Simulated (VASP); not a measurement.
# Tb2Y2H (P6/mmm) in VASP: further runs, part 2 of 2

VASP 6.6.1.

**4. Relaxation of cell and atoms, PBE**

INCAR

```
SYSTEM = Tb2Y2H
ALGO     = Normal         ! electronic algorithm
EDIFF    = 1E-7           ! SCF threshold, eV
EDIFFG   = -0.04          ! ionic threshold
ENCUT    = 500            ! plane-wave cutoff, eV
GGA      = PE             ! functional
GGA_COMPAT= .FALSE.      
IBRION   = 2              ! ionic algorithm
ISIF     = 3              ! what is computed and relaxed
ISMEAR   = 0              ! smearing method
LASPH    = .TRUE.         ! aspherical terms in the spheres
LCHARG   = .FALSE.        ! write CHGCAR
LMAXMIX  = 6              ! l up to which the mixer works
LREAL    = .FALSE.        ! projectors in reciprocal space
LWAVE    = .FALSE.        ! write WAVECAR
NELM     = 200            ! most SCF steps
NELMIN   = 4            
NSW      = 90             ! ionic steps
PREC     = Accurate       ! precision mode
SIGMA    = 0.1            ! smearing width, eV
```

KPOINTS

```
k-points
0
G
  6 6 2
  0 0 0
```

POSCAR

```
Tb2Y2H
1.0
    4.4706300900      0.0000000000      0.0000000000
   -2.2353150500      3.8716792300      0.0000000000
    0.0000000000      0.0000000000      7.5573797000
Tb Y H
2 2 1
Direct
    0.0000000000      0.0000000000      0.2221965900
    0.0000000000      0.0000000000      0.7778034100
    0.3333333300      0.6666666700      0.5000000000
    0.6666666700      0.3333333300      0.5000000000
    0.0000000000      0.0000000000      0.0000000000
```

Potentials or basis: VASP PAW PBE potentials, release 64 (Tb_3, Y_sv, H), 4f in core.

Command:

```console
$ cat potpaw_PBE.64/Tb_3/POTCAR potpaw_PBE.64/Y_sv/POTCAR potpaw_PBE.64/H/POTCAR > POTCAR
$ mpirun -np 1 vasp_std > vasp.out
```

OUTCAR:

```text
SYSTEM = Tb2Y2H
   EDIFF = 1E-7
   EDIFFG = -0.04
   ENCUT = 500
   GGA = PE
   IBRION = 2
   ISIF = 3
   ISMEAR = 0
   LASPH = .TRUE.
   LREAL = .FALSE.
   NELM = 200
   NELMIN = 4
   NSW = 90
   PREC = Accurate

 ion  position               nearest neighbor table
   1  0.000  0.000  0.222-   5 1.68   4 3.33   3 3.33   4 3.33   3 3.33   4 3.33   3 3.33   2 3.36

   2  0.000  0.000  0.778-   5 1.68   4 3.33   3 3.33   4 3.33   3 3.33   4 3.33   3 3.33   1 3.36

   3  0.333  0.667  0.500-   4 2.58   4 2.58   4 2.58   1 3.33   2 3.33   2 3.33   1 3.33   2 3.33
                             1 3.33
   4  0.667  0.333  0.500-   3 2.58   3 2.58   3 2.58   1 3.33   2 3.33   1 3.33   2 3.33   1 3.33
                             2 3.33
   5  0.000  0.000  0.000-   1 1.68   2 1.68

  LATTYP: Found a hexagonal cell.
 ALAT       =     4.4706300900
 C/A-ratio  =     1.6904506854

  Lattice vectors:

 A1 = (   4.4706300900,   0.0000000000,   0.0000000000)
 A2 = (  -2.2353150500,   3.8716792300,   0.0000000000)
 A3 = (   0.0000000000,   0.0000000000,   7.5573797000)

Analysis of symmetry for initial positions (statically):
=====================================================================
[... 170 lines left out ...]

------------------------ aborting loop because EDIFF is reached ----------------------------------------

  FORCE on cell =-STRESS in cart. coord.  units (eV):
  Direction    XX          YY          ZZ          XY          YZ          ZX
  --------------------------------------------------------------------------------------
  -------------------------------------------------------------------------------------
  Total       10.5024554     10.5024554     21.8338802     -0.0000000     -0.0000000     -0.0000000
  in kB      128.6358673    128.6358673    267.4250941     -0.0000002     -0.0000000     -0.0000000
  external PRESSURE =     174.8989429 kB  Pullay stress =       0.0000000 kB
[... 98 lines left out ...]
  FREE ENERGIE OF THE ION-ELECTRON SYSTEM (eV)
  ---------------------------------------------------
  free  energy   TOTEN  =       -21.9722149005 eV

  energy  without entropy=      -21.9309517672  energy(sigma->0) =      -21.95158333

[... ionic steps 4 to 13 ...]

--------------------------------------- Ionic step       14  -------------------------------------------

 number of electron      41.0000003 magnetization

------------------------ aborting loop because EDIFF is reached ----------------------------------------
[... 73 lines left out ...]
--------------------------------------- Ionic step       16  -------------------------------------------

 number of electron      41.0000003 magnetization

 Free energy of the ion-electron system (eV)
  ---------------------------------------------------
  ext. energy  EPLUGINS =         0.00000000
  ---------------------------------------------------
  free energy    TOTEN  =       -22.79706311 eV

  energy without entropy =      -22.74162773  energy(sigma->0) =      -22.76934542

 E-fermi :   0.9215     XC(G=0):  -7.5978

 val. band max:        0.9126189465   @ k =   0.1667  -0.0000   0.5000
 cond. band min:       0.9563914938   @ k =   0.3333   0.3333   0.0000
 fundamental gap:      0.0437725473
 Fermi energy:         0.9214658856

 k-point     1 :       0.0000    0.0000    0.0000
  band No.  band energies     occupation
      1     -41.7109      2.00000
      2     -41.5945      2.00000
      3     -22.0404      2.00000
      4     -22.0404      2.00000
      5     -22.0208      2.00000
      6     -21.9663      2.00000
[... 399 lines left out ...]
  FREE ENERGIE OF THE ION-ELECTRON SYSTEM (eV)
  ---------------------------------------------------
  free  energy   TOTEN  =       -22.7970631103 eV

  energy  without entropy=      -22.7416277303  energy(sigma->0) =      -22.76934542

 reached required accuracy - stopping structural energy minimisation
```

CONTCAR:

```text
Tb2Y2H
   1.00000000000000
     5.5680788530843293   -0.0000000015594139   -0.0000000000000000
    -2.7840394341200554    4.8220977398557743    0.0000000000000000
    -0.0000000000000000   -0.0000000000000000    7.4907440945072876
  Tb              Y               H
     2     2     1
Direct
     0.0000000000000000    0.0000000000000000    0.2773240813878124
     0.0000000000000000    0.0000000000000000    0.7226759186121876
     0.3333333300000021    0.6666666699999979    0.5000000000000000
     0.6666666699999979    0.3333333300000021    0.5000000000000000
     0.0000000000000000    0.0000000000000000    0.0000000000000000

  0.00000000E+00  0.00000000E+00  0.00000000E+00
  0.00000000E+00  0.00000000E+00  0.00000000E+00
  0.00000000E+00  0.00000000E+00  0.00000000E+00
  0.00000000E+00  0.00000000E+00  0.00000000E+00
  0.00000000E+00  0.00000000E+00  0.00000000E+00
```

Wall time 9.7 min (1 thread of Intel Xeon Platinum 8488C (Sapphire Rapids), shared host); peak memory 0.29 GiB.

Results:

```
Free energy                           : -22.7971 eV
Relaxed volume                        : 40.23 Å³/atom
Relaxed cell                          : a = 5.568 Å, b = 5.568 Å, c = 7.491 Å, α = 90.00°, β = 90.00°, γ = 120.00°
Space group after relaxing (to 0.1 Å) : P6/mmm (No. 191)
Energy gained by relaxing             : 724.3 meV/atom
Ionic steps                           : 16
Pressure after relaxing               : 0.0 GPa
Largest force after relaxing          : 0.017 eV/Å
Band gap on the k mesh                : zero (an odd number of electrons rules out a gap without spin polarisation)
```

Forces on the atoms (eV/Å):
```
Tb   0.000  0.000  0.017
Tb   0.000  0.000 -0.017
Y    0.000  0.000  0.000
Y    0.000  0.000  0.000
H    0.000  0.000  0.000
```

The path:
| step | energy change (eV) | largest force (eV/Å) | pressure (GPa) | volume (Å³) |
| --- | --- | --- | --- | --- |
| 1 | 0.0000 | 3.9455 | 17.49 | 130.81 |
| 2 | -2.7540 | 0.1962 | -0.81 | 192.09 |
| 3 | -2.7965 | 0.3120 | 0.78 | 179.79 |
| 4 | -2.7995 | 0.2877 | 0.51 | 181.67 |
| 5 | -2.9480 | 0.4312 | 0.16 | 186.13 |
| 6 | -3.2658 | 1.0604 | -0.52 | 198.49 |
| 7 | -3.1032 | 1.8723 | -1.29 | 217.46 |
| 8 | -3.3380 | 1.4500 | -0.78 | 204.80 |
| 9 | -3.4749 | 1.1469 | -0.67 | 205.03 |
| 10 | -3.5741 | 0.0295 | -0.31 | 204.91 |
| 11 | -3.5906 | 0.4135 | -0.42 | 205.07 |
| 12 | -3.5916 | 0.3374 | -0.40 | 205.05 |
| 13 | -3.6137 | 0.1875 | -0.11 | 202.42 |
| 14 | -3.6201 | 0.0519 | 0.16 | 200.09 |
| 15 | -3.6201 | 0.0451 | 0.18 | 199.97 |
| 16 | -3.6213 | 0.0169 | 0.04 | 201.13 |

Final structure:
```cif
data_structure
_symmetry_space_group_name_H-M 'P 1'
_symmetry_Int_Tables_number 1
_cell_length_a 5.5681
_cell_length_b 5.5681
_cell_length_c 7.4907
_cell_angle_alpha 90.000
_cell_angle_beta 90.000
_cell_angle_gamma 120.000
_cell_volume 201.13
loop_
_atom_site_label
_atom_site_type_symbol
_atom_site_fract_x
_atom_site_fract_y
_atom_site_fract_z
_atom_site_occupancy
Tb1 Tb 0.00000 0.00000 0.27732 1
Tb2 Tb 0.00000 0.00000 0.72268 1
Y1 Y 0.33333 0.66667 0.50000 1
Y2 Y 0.66667 0.33333 0.50000 1
H1 H 0.00000 0.00000 0.00000 1
```

Caveat: the k points lie up to 0.42 Å⁻¹ apart in the final cell, too coarse for converged energies and pressures of a metal; the volume moved by over 15 % at a fixed basis, so the end points are rough; spin-orbit coupling is left out, which moves the levels of the heavy elements; the 4f electrons are frozen in the core, so they carry no moment and show no levels. Spin polarisation is off, so any magnetic state and its effect on volume and gap are missing.

**5. Single point, PBE**

This run uses another cell than the first one, of 40.49 Å³/atom.

INCAR

```
PREC = Accurate
ENCUT = 500
EDIFF = 1E-6
ISMEAR = 0
SIGMA = 0.1
LREAL = False
LASPH = True
NELM = 200
ALGO = Normal
ISIF = 2
LWAVE = False
LCHARG = False
GGA = PE
NBANDS = 28
GGA_COMPAT = False
LMAXMIX = 6
```

KPOINTS

```
Automatic mesh
0
Gamma
  12 12 6
```

POSCAR

```
Tb2Y2H
1.0
    5.6032982949      0.0000000000      0.0000000000
   -2.8016491474      4.8525986684      0.0000000000
    0.0000000000      0.0000000000      7.4455104750
Tb Y H
2 2 1
Direct
    0.0000000000      0.0000000000      0.2784868168
    0.0000000000      0.0000000000      0.7215131832
    0.3333333333      0.6666666667      0.5000000000
    0.6666666667      0.3333333333      0.5000000000
    0.0000000000      0.0000000000      0.0000000000
```

Command:

```console
$ cat potpaw_PBE.64/Tb_3/POTCAR potpaw_PBE.64/Y_sv/POTCAR potpaw_PBE.64/H/POTCAR > POTCAR
$ mpirun -np 1 vasp_std > vasp.out
```

Run time: 6.6 min. Hardware: 1 thread of Intel Xeon Platinum 8488C (Sapphire Rapids), shared host; peak memory 0.6 GiB.

It converged, with:

```yaml
Free_energy: -22.8101 eV
Pressure: 0.0 GPa
Largest_force: 0.014 eV/Å
Band_gap_on_the_k_mesh: zero (an odd number of electrons rules out a gap without spin polarisation)
```

Forces in eV/Å, atoms in the order of the input:
```
Tb   0.000  0.000  0.014
Tb   0.000  0.000 -0.014
Y    0.000  0.000  0.000
Y    0.000  0.000  0.000
H    0.000  0.000  0.000
```

Stress tensor (GPa, compression positive):
```
0.00 0.00 0.00
0.00 0.00 0.00
0.00 0.00 0.10
```

Levels at points of the mesh, in eV from the Fermi level:
```tsv
k point	band 18	band 19	band 20	band 21	band 22	band 23	band 24	band 25
(0.00, 0.00, 0.00)	-0.53	-0.53	-0.37	-0.18	-0.18	0.55	0.55	2.41
(0.50, 0.00, 0.00)	-0.90	-0.75	-0.14	-0.13	0.34	0.90	1.22	1.39
(0.00, 0.00, 0.50)	-0.46	-0.46	-0.25	-0.25	-0.07	0.65	0.65	2.31
(0.50, 0.00, 0.50)	-1.03	-0.84	-0.04	0.13	0.31	0.75	1.26	1.28
```

Caveat: spin-orbit coupling is left out, which moves the levels of the heavy elements; the 4f electrons are frozen in the core, so they carry no moment and show no levels.

**6. Overview**

```csv
task,cell,k mesh,gap on the mesh (eV),pressure (GPa),largest force (eV/Å)
single point,"a = 4.471, b = 4.471, c = 7.557 Å, angles 90.0, 90.0, 120.0°, 5 atoms, atomic positions A",6 × 6 × 2,none,17.5,3.95
single point,"a = 5.578, b = 5.578, c = 7.497 Å, angles 90.0, 90.0, 120.0°, 5 atoms, atomic positions B",6 × 6 × 2,none,0.0,0.03
relaxation of cell and atoms,"relaxed from a = 4.471, b = 4.471, c = 7.557 Å, angles 90.0, 90.0, 120.0°, 5 atoms, atomic positions A",6 × 6 × 2,none,0.0,0.02
single point,"a = 5.603, b = 5.603, c = 7.446 Å, angles 90.0, 90.0, 120.0°, 5 atoms, atomic positions C",12 × 12 × 6,none,0.0,0.01
```

Alike in all rows: level PBE; potentials or basis VASP PAW PBE potentials, release 64 (Tb_3, Y_sv, H), 4f in core; no spin polarisation; cutoff (eV) 500; smearing gaussian 0.1 eV.

Caveats: some runs use coarse meshes; spin-orbit coupling is left out, which moves the levels of the heavy elements; the 4f electrons are frozen in the core, so they carry no moment and show no levels; forces of over 1 eV/Å act on the atoms, so gaps and moduli don't describe the material at rest (at least some runs); the volume moved by over 15 % at a fixed basis, so the end points are rough (at least some runs).

Absolute energies hang on the potentials; compare differences alone.

The gap in the log of VASP goes by the Fermi energy; the results here count the filled bands.